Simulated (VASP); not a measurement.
# KBr in VASP: further runs

Runs on KBr. Level: PBEsol. Tasks: single point.

All numbers are computed with VASP 6.6.1; they aren't measurements. Logs are shortened: lines on timing, memory, paths and dates and some standing lists are left out, and cuts for length are marked.

### Step 1. The cell of the first run

Symmetry: R-3m, No. 166, trigonal system. Conventional cell: a = 4.619 Å, b = 4.619 Å, c = 11.400 Å, α = 90.00°, β = 90.00°, γ = 120.00°. Within 4.3 Å of K (site symmetry -3m) lie 6 Br at 3.27 Å. Within 4.3 Å of Br (site symmetry -3m) lie 6 K at 3.27 Å.

### Step 2. Single point, PBEsol, non-collinear spin, zero start, spin-orbit coupling (equal xy, yz and zx engineering shears of +0.5 %)

Contents of INCAR:

```
  PREC = Accurate
  ENCUT = 520
  EDIFF = 1E-6
  ISMEAR = 0
  SIGMA = 0.01
  LREAL = False
  LASPH = True
  NELM = 150
  ALGO = Normal
  ISIF = 2
  LWAVE = False
  LCHARG = False
  MAGMOM = 0 0 0 0 0 0
  LORBIT = 11
  LSORBIT = True
  GGA_COMPAT = False
  LORBMOM = True
  GGA = PS
  NBANDS = 28
```

Contents of KPOINTS:

```
Automatic mesh
0
Gamma
  6 6 6
```

Contents of POSCAR:

```
KBr
1.0
    0.0163726428      3.2827148865      3.2827148865
    3.2827148865      0.0163726428      3.2827148865
    3.2827148865      3.2827148865      0.0163726428
K Br
1 1
Direct
    0.0000000000      0.0000000000      0.0000000000
    0.5000000000      0.5000000000      0.5000000000
```

Potentials or basis: VASP PAW PBE potentials, release 64 (K_sv, Br).

Launch:

```sh
$ cat potpaw_PBE.64/K_sv/POTCAR potpaw_PBE.64/Br/POTCAR > POTCAR
$ mpirun -np 1 vasp_ncl > vasp.out
```

OUTCAR:

```text
PREC = Accurate
   ENCUT = 520
   EDIFF = 1E-6
   ISMEAR = 0
   LREAL = False
   LASPH = True
   NELM = 150
   ISIF = 2
   LORBIT = 11
   LSORBIT = True
   GGA = PS

 ion  position               nearest neighbor table
   1  0.000  0.000  0.000-   2 3.27   2 3.27   2 3.27   2 3.27   2 3.27   2 3.27
   2  0.500  0.500  0.500-   1 3.27   1 3.27   1 3.27   1 3.27   1 3.27   1 3.27

  LATTYP: Found a trigonal (rhomboedric) cell.
 ALAT       =     4.6424887846
 COS(alpha) =     0.5049812503

  Lattice vectors:

 A1 = (   0.0163726428,   3.2827148865,   3.2827148865)
 A2 = (   3.2827148865,   0.0163726428,   3.2827148865)
 A3 = (   3.2827148865,   3.2827148865,   0.0163726428)

Analysis of symmetry for initial positions (statically):
=====================================================================
 Subroutine PRICEL returns:
 Original cell was already a primitive cell.

 Routine SETGRP: Setting up the symmetry group for a
 trigonal (rhombohedral) supercell.

 Subroutine GETGRP returns: Found 12 space group operations
 (whereof 12 operations were pure point group operations)
 out of a pool of 12 trial point group operations.

The static configuration has the point symmetry D_3d.

Analysis of symmetry for dynamics (positions and initial velocities):
=====================================================================
 Subroutine PRICEL returns:
 Original cell was already a primitive cell.

 Routine SETGRP: Setting up the symmetry group for a
 trigonal (rhombohedral) supercell.

 Subroutine GETGRP returns: Found 12 space group operations
 (whereof 12 operations were pure point group operations)
 out of a pool of 12 trial point group operations.

The dynamic configuration has the point symmetry D_3d.

Analysis of structural, dynamic, and magnetic symmetry:
=====================================================================
 Subroutine PRICEL returns:
 Original cell was already a primitive cell.

 Routine SETGRP: Setting up the symmetry group for a
 trigonal (rhombohedral) supercell.

 Subroutine GETGRP returns: Found 12 space group operations
 (whereof 12 operations were pure point group operations)
 out of a pool of 12 trial point group operations.

The overall configuration has the point symmetry D_3d.

 Subroutine INISYM returns: Found 12 space group operations
 (whereof 12 operations are pure point group operations),
 and found     1 'primitive' translations

[... 922 lines left out ...]
 -----------------------------------------------------------------------------------
    total drift:                                0.000000      0.000000      0.000000

  FREE ENERGIE OF THE ION-ELECTRON SYSTEM (eV)
  ---------------------------------------------------
  free  energy   TOTEN  =        -6.4893966781 eV

  energy  without entropy=       -6.4893966781  energy(sigma->0) =       -6.48939668

 orbital moment (x)

 # of ion     p       d       tot
 ----------------------------------------
  1        -0.000   0.000  -0.000
  2        -0.000   0.000  -0.000
 ----------------------------------------
           -0.000   0.000  -0.000

 orbital moment (y)

 # of ion     p       d       tot
 ----------------------------------------
  1         0.000  -0.000  -0.000
  2         0.000   0.000   0.000
 ----------------------------------------
            0.000  -0.000   0.000

 orbital moment (z)

 # of ion     p       d       tot
 ----------------------------------------
  1         0.000   0.000   0.000
  2         0.000  -0.000  -0.000
 ----------------------------------------
            0.000  -0.000  -0.000

 Spin-Orbit-Coupling matrix elements

 Ion:    1  E_soc:     -0.0081545
 l=   1
     0.0000000    -0.0013579    -0.0013579
    -0.0013579     0.0000000    -0.0013579
    -0.0013579    -0.0013579     0.0000000
 l=   2
     0.0000000     0.0000001     0.0000000     0.0000001    -0.0000013
     0.0000001     0.0000000    -0.0000010     0.0000001    -0.0000003
     0.0000000    -0.0000010     0.0000000    -0.0000010     0.0000000
     0.0000001     0.0000001    -0.0000010     0.0000000    -0.0000003
    -0.0000013    -0.0000003     0.0000000    -0.0000003     0.0000000
 l=   3
     0.0000000     0.0000000     0.0000000     0.0000000     0.0000000     0.0000000     0.0000000
     0.0000000     0.0000000     0.0000000     0.0000000     0.0000000     0.0000000     0.0000000
     0.0000000     0.0000000     0.0000000     0.0000000     0.0000000     0.0000000     0.0000000
     0.0000000     0.0000000     0.0000000     0.0000000     0.0000000     0.0000000     0.0000000
     0.0000000     0.0000000     0.0000000     0.0000000     0.0000000     0.0000000     0.0000000
     0.0000000     0.0000000     0.0000000     0.0000000     0.0000000     0.0000000     0.0000000
     0.0000000     0.0000000     0.0000000     0.0000000     0.0000000     0.0000000     0.0000000

 Ion:    2  E_soc:     -0.0512889
 l=   1
     0.0000000    -0.0085479    -0.0085479
    -0.0085479     0.0000000    -0.0085479
    -0.0085479    -0.0085479     0.0000000
 l=   2
     0.0000000    -0.0000001     0.0000000    -0.0000001    -0.0000002
    -0.0000001     0.0000000    -0.0000001    -0.0000001    -0.0000000
     0.0000000    -0.0000001     0.0000000    -0.0000001     0.0000000
    -0.0000001    -0.0000001    -0.0000001     0.0000000    -0.0000000
    -0.0000002    -0.0000000     0.0000000    -0.0000000     0.0000000
 l=   3
     0.0000000     0.0000000     0.0000000     0.0000000     0.0000000     0.0000000     0.0000000
     0.0000000     0.0000000     0.0000000     0.0000000     0.0000000     0.0000000     0.0000000
     0.0000000     0.0000000     0.0000000     0.0000000     0.0000000     0.0000000     0.0000000
     0.0000000     0.0000000     0.0000000     0.0000000     0.0000000     0.0000000     0.0000000
     0.0000000     0.0000000     0.0000000     0.0000000     0.0000000     0.0000000     0.0000000
     0.0000000     0.0000000     0.0000000     0.0000000     0.0000000     0.0000000     0.0000000
     0.0000000     0.0000000     0.0000000     0.0000000     0.0000000     0.0000000     0.0000000

 total charge

# of ion       s       p       d       tot
------------------------------------------
    1        1.957   5.569   0.026   7.552
    2        1.592   3.285   0.001   4.878
--------------------------------------------------
tot          3.549   8.854   0.028  12.430

 magnetization (x)

# of ion       s       p       d       tot
------------------------------------------
    1       -0.000   0.000   0.000  -0.000
    2        0.000   0.000  -0.000   0.000
--------------------------------------------------
tot         -0.000   0.000   0.000   0.000

 magnetization (y)

# of ion       s       p       d       tot
------------------------------------------
    1        0.000  -0.000  -0.000  -0.000
    2       -0.000  -0.000   0.000  -0.000
--------------------------------------------------
tot         -0.000  -0.000  -0.000  -0.000

 magnetization (z)

# of ion       s       p       d       tot
------------------------------------------
    1        0.000   0.000   0.000   0.000
    2        0.000   0.000   0.000   0.000
--------------------------------------------------
tot          0.000   0.000   0.000   0.000
```

OSZICAR:

```text
N       E                     dE             d eps       ncg     rms          rms(c)
DAV:   1     0.111457179314E+03    0.11146E+03   -0.67515E+03  1792   0.995E+02
DAV:   2     0.237004075313E+01   -0.10909E+03   -0.10298E+03  2104   0.263E+02
DAV:   3    -0.645571788985E+01   -0.88258E+01   -0.87777E+01  2912   0.646E+01
DAV:   4    -0.664647297425E+01   -0.19076E+00   -0.19023E+00  2564   0.880E+00
DAV:   5    -0.665114436630E+01   -0.46714E-02   -0.46709E-02  2576   0.105E+00    0.338E+00
DAV:   6    -0.649340195469E+01    0.15774E+00   -0.21016E-01  2148   0.242E+00    0.245E+00
DAV:   7    -0.648058290200E+01    0.12819E-01   -0.10445E-01  2264   0.179E+00    0.140E+00
DAV:   8    -0.648616317782E+01   -0.55803E-02   -0.14963E-02  2608   0.691E-01    0.685E-01
DAV:   9    -0.648885470562E+01   -0.26915E-02   -0.24622E-03  1964   0.393E-01    0.101E-01
DAV:  10    -0.648920775524E+01   -0.35305E-03   -0.29429E-04  2360   0.107E-01    0.453E-02
DAV:  11    -0.648939372932E+01   -0.18597E-03   -0.18394E-04  1908   0.869E-02    0.979E-03
DAV:  12    -0.648939535065E+01   -0.16213E-05   -0.41424E-06  2664   0.125E-02    0.503E-03
DAV:  13    -0.648939676431E+01   -0.14137E-05   -0.14747E-06  1672   0.760E-03    0.373E-03
DAV:  14    -0.648939667808E+01    0.86230E-07   -0.61645E-07  1804   0.540E-03
   1 F= -.64893967E+01 E0= -.64893967E+01  d E =-.450220E-68  mag=    -0.0000     0.0000    -0.0000
```

Wall time 71 s (1 thread of Intel Xeon Platinum 8559C (Emerald Rapids), shared host); peak memory 0.42 GiB.

Results:

```yaml
Free_energy: -6.4894 eV
Pressure: 0.1 GPa
Net_moment: 0.00 μB per cell
Valence_electrons_inside_the_program's_atomic_spheres: K 7.55; Br 4.88
```

Moments on the atoms (μB; x, y, z):
```
K   0.00 0.00 0.00
Br  0.00 0.00 0.00
```

Caveat: the cell differs from its parent crystal (equal xy, yz and zx engineering shears of +0.5 %); the PAW data sets were made with another functional, which shifts forces and pressure a little.

### Step 3. Single point, PBEsol, non-collinear spin, zero start, spin-orbit coupling (0.01, 0.01] A)

Contents of INCAR:

```
ALGO = Normal ; EDIFF = 1E-6
ENCUT = 520 ; GGA = PS
GGA_COMPAT = F ; ISIF = 2
ISMEAR = 0 ; LASPH = T
LCHARG = T ; LORBIT = 11
LORBMOM = T ; LREAL = F
LSORBIT = T ; LVHAR = T
LWAVE = F ; MAGMOM = 0 0 0 0 0 0
NBANDS = 28 ; NELM = 150
PREC = Accurate ; SIGMA = 0.01
```

Contents of KPOINTS:

```
k-points
0
Gamma
  6 6 6
```

Contents of POSCAR:

```
KBr
1.0
    0.0000000000      3.2745285651      3.2745285651
    3.2745285651      0.0000000000      3.2745285651
    3.2745285651      3.2745285651      0.0000000000
K Br
1 1
Direct
    0.0015269374      0.0015269374      0.0015269374
    0.5000000000      0.5000000000      0.5000000000
```

Potentials or basis: VASP PAW PBE potentials, release 64 (K_sv, Br).

Launch:

```sh
$ cat potpaw_PBE.64/K_sv/POTCAR potpaw_PBE.64/Br/POTCAR > POTCAR
$ mpirun -np 1 vasp_ncl > vasp.out
```

It took 2.2 min on 1 thread of Intel Xeon Platinum 8559C (Emerald Rapids), shared host; peak memory 0.48 GiB.

The run converged. Its results:

| Property | Result |
| --- | --- |
| Free energy | -6.4893 eV |
| Pressure | 0.1 GPa |
| Largest force | 0.021 eV/Å |
| Net moment | 0.00 μB per cell |
| Valence electrons inside the program's atomic spheres | K 7.55; Br 4.88 |

Forces in eV/Å, atoms in the order of the input:
```
K   -0.012 -0.012 -0.012
Br   0.012  0.012  0.012
```

Moments on the atoms (μB; x, y, z):
```
K   0.00 0.00 0.00
Br  0.00 0.00 0.00
```

Caveat: the cell differs from its parent crystal (0.01, 0.01] A); the PAW data sets were made with another functional, which shifts forces and pressure a little.

(Continued in part 2 of 2.)
